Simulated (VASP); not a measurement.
# Ni3Ge (Pm-3m) in VASP: further runs, part 2 of 2

VASP 6.6.1.

## (3) Single point, r2SCAN (volume scaled by 1.10)

The input, POSCAR:

```
Ni3Ge
1.0
    3.6466501769      0.0000000000      0.0000000000
    0.0000000000      3.6466501769      0.0000000000
    0.0000000000      0.0000000000      3.6466501769
Ni Ge
3 1
Direct
    0.5000000000      0.0000000000      0.5000000000
    0.0000000000      0.5000000000      0.5000000000
    0.5000000000      0.5000000000      0.0000000000
    0.0000000000      0.0000000000      0.0000000000
```

The input, INCAR.step1:

```
SYSTEM = Ni3Ge
PREC     = Accurate       ! precision mode
ENCUT    = 520            ! plane-wave cutoff, eV
ISMEAR   = 0              ! smearing method
SIGMA    = 0.1            ! smearing width, eV
LREAL    = .False.        ! projectors in reciprocal space
LASPH    = .True.         ! aspherical terms in the spheres
NELM     = 60             ! most SCF steps
NBANDS   = 30             ! bands
GGA      = PE             ! functional
ALGO     = Normal         ! electronic algorithm
EDIFF    = 1E-4           ! SCF threshold, eV
LWAVE    = .True.         ! write WAVECAR
LCHARG   = .False.        ! write CHGCAR
```

The input, INCAR.step2:

```
SYSTEM = Ni3Ge
PREC     = Accurate       ! precision mode
ENCUT    = 520            ! plane-wave cutoff, eV
EDIFF    = 1E-6           ! SCF threshold, eV
ISMEAR   = 0              ! smearing method
SIGMA    = 0.1            ! smearing width, eV
LREAL    = .False.        ! projectors in reciprocal space
LASPH    = .True.         ! aspherical terms in the spheres
NELM     = 60             ! most SCF steps
ALGO     = Normal         ! electronic algorithm
ISIF     = 2              ! what is computed and relaxed
LWAVE    = .False.        ! write WAVECAR
LCHARG   = .False.        ! write CHGCAR
METAGGA  = R2SCAN         ! meta-GGA
LMIXTAU  = .True.       
NBANDS   = 30             ! bands
ISTART   = 1
```

The input, KPOINTS:

```
Automatic mesh
0
Gamma
  12 12 12
  0 0 0
```

Potentials or basis: VASP PAW PBE potentials, release 64 (Ni, Ge_d).

Run with:

```
cat potpaw_PBE.64/Ni/POTCAR potpaw_PBE.64/Ge_d/POTCAR > POTCAR
cp INCAR.step1 INCAR
mpirun -np 1 vasp_std > vasp.out
cp INCAR.step2 INCAR
mpirun -np 1 vasp_std > vasp.out
```

OUTCAR:

```text
SYSTEM = Ni3Ge
   PREC = Accurate
   ENCUT = 520
   EDIFF = 1E-6
   ISMEAR = 0
   LREAL = .False.
   LASPH = .True.
   NELM = 60
   ISIF = 2
   METAGGA = R2SCAN
   ISTART = 1

 ion  position               nearest neighbor table
   1  0.500  0.000  0.500-   2 2.58   3 2.58   4 2.58   3 2.58   4 2.58   2 2.58   3 2.58   3 2.58
                             2 2.58   4 2.58   4 2.58   2 2.58
   2  0.000  0.500  0.500-   1 2.58   3 2.58   4 2.58   3 2.58   4 2.58   1 2.58   4 2.58   4 2.58
                             1 2.58   3 2.58   3 2.58   1 2.58
   3  0.500  0.500  0.000-   1 2.58   2 2.58   4 2.58   1 2.58   2 2.58   1 2.58   4 2.58   1 2.58
                             2 2.58   4 2.58   2 2.58   4 2.58
   4  0.000  0.000  0.000-   1 2.58   2 2.58   3 2.58   1 2.58   2 2.58   2 2.58   3 2.58   2 2.58
                             1 2.58   3 2.58   1 2.58   3 2.58

  LATTYP: Found a simple cubic cell.
 ALAT       =     3.6466501769

  Lattice vectors:

 A1 = (   3.6466501769,   0.0000000000,   0.0000000000)
 A2 = (   0.0000000000,   3.6466501769,   0.0000000000)
 A3 = (   0.0000000000,   0.0000000000,   3.6466501769)

Analysis of symmetry for initial positions (statically):
=====================================================================
 Subroutine PRICEL returns:
 Original cell was already a primitive cell.

 Routine SETGRP: Setting up the symmetry group for a
 simple cubic supercell.

 Subroutine GETGRP returns: Found 48 space group operations
 (whereof 48 operations were pure point group operations)
 out of a pool of 48 trial point group operations.

The static configuration has the point symmetry O_h .

Analysis of symmetry for dynamics (positions and initial velocities):
=====================================================================
 Subroutine PRICEL returns:
 Original cell was already a primitive cell.
[... 123 lines left out ...]
   NELECT =      44.0000    total number of electrons
   NUPDOWN=      -1.0000    fix difference up-down
   EMIN   =  10.00;   EMAX   =-10.00  energy-range for DOS
   EFERMI =   0.00;   METHOD = LEGACY
   ISMEAR =     0;   SIGMA  =   0.10  broadening in eV -4-tet -1-fermi 0-gaus
   EFERMI_NEDOS =   21; number of points for ismear=-14 and -15
   IALGO  =     38    algorithm
   IMIX   =      4    mixing-type and parameters
     AMIX     =   0.40;   BMIX     =  1.00
     AMIX_MAG =   1.60;   BMIX_MAG =  1.00
  volume/ion in A,a.u.               =      12.12        81.81
  Fermi-wavevector in a.u.,A,eV,Ry     =   1.584887  2.995002 34.176020  2.511867
  Thomas-Fermi vector in A             =   2.684436
   LORBIT       =      0    0 simple, 1 ext, 2 COOP (PROOUT), +10 PAW based schemes
   METAGGA = R2SCAN    functional components
   LHFCALC =     F    Hartree Fock is set to
   AEXX    =    0.0000 exact exchange contribution
   IVDW    =     0    specifies the selected vdW correction
   LEPSILON=     F    determine dielectric tensor
   LRPA    =     F    only Hartree local field effects (RPA)
 non-spin polarized calculation
 Gauss-broadening in eV      SIGMA  =   0.10
  energy-cutoff  :      520.00
  volume of cell :       48.49
 maximum number of plane-waves:      1332
 NGX is ok and might be reduce to    28
   NGX = 13   NGY = 13   NGZ = 13

 number of electron      44.0000059 magnetization

 Free energy of the ion-electron system (eV)
  ---------------------------------------------------
  ext. energy  EPLUGINS =         0.00000000
  ---------------------------------------------------
  free energy    TOTEN  =       -50.51562826 eV

  energy without entropy =      -50.50430869  energy(sigma->0) =      -50.50996847

 E-fermi :   8.8100     XC(G=0): -14.0873

 val. band max:        8.8087572764   @ k =   0.4167   0.4167   0.3333
 cond. band min:       8.8234483207   @ k =   0.5000   0.4167   0.3333
 fundamental gap:      0.0146910443
 Fermi energy:         8.8099993585

 k-point     1 :       0.0000    0.0000    0.0000
  band No.  band energies     occupation
      1     -16.5443      2.00000
      2     -16.5443      2.00000
      3     -16.5351      2.00000
      4     -16.5351      2.00000
      5     -16.5351      2.00000
      6      -3.4539      2.00000
[... 781 lines left out ...]
     29      18.3768      0.00000
     30      19.4071      0.00000

 [... further k-points ...]
[... 5 lines left out ...]
  --------------------------------------------------------------------------------------
  -------------------------------------------------------------------------------------
  Total       -4.8842221     -4.8842221     -4.8842221      0.0000000     -0.0000000      0.0000000
  in kB     -161.3703265   -161.3703265   -161.3703265      0.0000000     -0.0000000      0.0000000
  external PRESSURE =    -161.3703265 kB  Pullay stress =       0.0000000 kB

 VOLUME and BASIS-vectors are now :
 -----------------------------------------------------------------------------
  energy-cutoff  :      520.00
  volume of cell :       48.49
      direct lattice vectors                 reciprocal lattice vectors
     3.646650177  0.000000000  0.000000000     0.274224275  0.000000000  0.000000000
     0.000000000  3.646650177  0.000000000     0.000000000  0.274224275  0.000000000
     0.000000000  0.000000000  3.646650177     0.000000000  0.000000000  0.274224275

 POSITION                                       TOTAL-FORCE (eV/Angst)
 -----------------------------------------------------------------------------------
      1.82333      0.00000      1.82333         0.000000      0.000000      0.000000
      0.00000      1.82333      1.82333         0.000000      0.000000      0.000000
      1.82333      1.82333      0.00000         0.000000      0.000000      0.000000
      0.00000      0.00000      0.00000         0.000000      0.000000      0.000000
 -----------------------------------------------------------------------------------
    total drift:                                0.000000      0.000000      0.000000

  FREE ENERGIE OF THE ION-ELECTRON SYSTEM (eV)
  ---------------------------------------------------
  free  energy   TOTEN  =       -50.5156282580 eV

  energy  without entropy=      -50.5043086871  energy(sigma->0) =      -50.50996847
```

OUTCAR.step1:

```text
SYSTEM = Ni3Ge
   PREC = Accurate
   ENCUT = 520
   ISMEAR = 0
   LREAL = .False.
   LASPH = .True.
[... 1025 lines left out ...]
      0.00000      1.82333      1.82333         0.000000      0.000000      0.000000
      1.82333      1.82333      0.00000         0.000000      0.000000      0.000000
      0.00000      0.00000      0.00000         0.000000      0.000000      0.000000
 -----------------------------------------------------------------------------------
    total drift:                                0.000000      0.000000      0.000000

  FREE ENERGIE OF THE ION-ELECTRON SYSTEM (eV)
  ---------------------------------------------------
  free  energy   TOTEN  =       -22.0204077324 eV

  energy  without entropy=      -22.0095224003  energy(sigma->0) =      -22.01496507
```

OSZICAR.step1:

```text
N       E                     dE             d eps       ncg     rms          rms(c)
DAV:   1     0.320687398445E+03    0.32069E+03   -0.20184E+04  5550   0.327E+03
DAV:   2     0.164278551390E+02   -0.30426E+03   -0.28956E+03  5040   0.560E+02
DAV:   3    -0.235849429482E+02   -0.40013E+02   -0.39081E+02  5382   0.165E+02
DAV:   4    -0.249116687753E+02   -0.13267E+01   -0.13251E+01  5778   0.345E+01
DAV:   5    -0.249380359089E+02   -0.26367E-01   -0.26366E-01  6498   0.430E+00    0.160E+01
DAV:   6    -0.251099735148E+02   -0.17194E+00   -0.30601E+01  5872   0.768E+01    0.160E+01
DAV:   7    -0.220765039573E+02    0.30335E+01   -0.12476E+01  5652   0.457E+01    0.291E+00
DAV:   8    -0.220294042411E+02    0.47100E-01   -0.33741E-01  5738   0.455E+00    0.904E-01
DAV:   9    -0.220215987768E+02    0.78055E-02   -0.16381E-02  6792   0.145E+00    0.285E-01
DAV:  10    -0.220203979352E+02    0.12008E-02   -0.20801E-03  6820   0.512E-01    0.756E-02
DAV:  11    -0.220204077324E+02   -0.97972E-05   -0.17042E-04  4312   0.106E-01
   1 F= -.22020408E+02 E0= -.22014965E+02  d E =-.108853E-01
```

Run time: 2.5 min. Hardware: 1 thread of Intel Xeon 6975P-C (Granite Rapids), shared host; peak memory 0.24 GiB.

Results:

```yaml
Free_energy: -50.5156 eV
Pressure: -16.1 GPa
Band_gap_on_the_k_mesh: zero (band 22 reaches 8.84 eV, above the bottom of band 23 at 8.61 eV)
```

Levels at points of the mesh, in eV from the Fermi level:
```
           k point  band 18  band 19  band 20  band 21  band 22  band 23  band 24  band 25  band 26  band 27
(0.00, 0.00, 0.00)    -0.89    -0.62    -0.62    -0.33     0.03     0.03     0.03     3.45     6.63     6.63
(0.50, 0.00, 0.00)    -1.15    -1.15    -1.06    -0.57     0.03     3.39     3.39     4.41     5.71     5.71
(0.50, 0.50, 0.00)    -1.32    -1.14    -1.00    -0.86    -0.81     0.54     0.54     5.31     6.38     8.52
(0.50, 0.50, 0.50)    -1.27    -1.06    -1.06    -0.34    -0.20    -0.20    -0.20     0.46     3.98     3.98
```

Caveat: the PAW data sets were made with another functional, which shifts forces and pressure a little. Spin polarisation is off, so any magnetic state and its effect on volume and gap are missing.
